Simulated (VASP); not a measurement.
A run of VASP 6.6.1 is set up as follows.

File INCAR:

```
ALGO = Normal ; EDIFF = 1E-7
EDIFFG = -0.04 ; ENCUT = 600
GGA = PE ; IBRION = 2
ISIF = 3 ; ISMEAR = 0
ISPIN = 2 ; LASPH = T
LCHARG = F ; LMAXMIX = 4
LORBIT = 11 ; LREAL = F
LWAVE = F ; MAGMOM = 0.74 0.74 0.74 0
NELM = 150 ; NSW = 90
PREC = Accurate ; SIGMA = 0.1
```

File KPOINTS:

```
k-points
0
Gamma
  6 6 6
```

The input POSCAR:

```
Ni3Cl
1.0
    3.6767551065      0.0000000000      0.0000000000
    0.0000000000      3.6767551065      0.0000000000
    0.0000000000      0.0000000000      3.6767551065
Ni Cl
3 1
Direct
    0.0000000000      0.5000000000      0.5000000000
    0.5000000000      0.0000000000      0.5000000000
    0.5000000000      0.5000000000      0.0000000000
    0.0000000000      0.0000000000      0.0000000000
```

Potentials or basis: VASP PAW PBE potentials, release 64 (Ni, Cl).

Run with:

```bash
$ cat potpaw_PBE.64/Ni/POTCAR potpaw_PBE.64/Cl/POTCAR > POTCAR
$ mpirun -np 1 vasp_std > vasp.out
```

**Question.** Estimate the net moment.

**Answer.** 1.99 μB per cell.

**Question.** What does it give for the site moments?

**Answer.** Ni +0.66; Cl +0.07 μB.

Final structure:
```cif
data_structure
_symmetry_space_group_name_H-M 'P 1'
_symmetry_Int_Tables_number 1
_cell_length_a 3.6768
_cell_length_b 3.6768
_cell_length_c 3.6768
_cell_angle_alpha 90.000
_cell_angle_beta 90.000
_cell_angle_gamma 90.000
_cell_volume 49.70
loop_
_atom_site_label
_atom_site_type_symbol
_atom_site_fract_x
_atom_site_fract_y
_atom_site_fract_z
_atom_site_occupancy
Ni1 Ni 0.00000 0.50000 0.50000 1
Ni2 Ni 0.50000 0.00000 0.50000 1
Ni3 Ni 0.50000 0.50000 0.00000 1
Cl1 Cl 0.00000 0.00000 0.00000 1
```

Caveat: the relaxation stopped at its first step, so nothing moved.
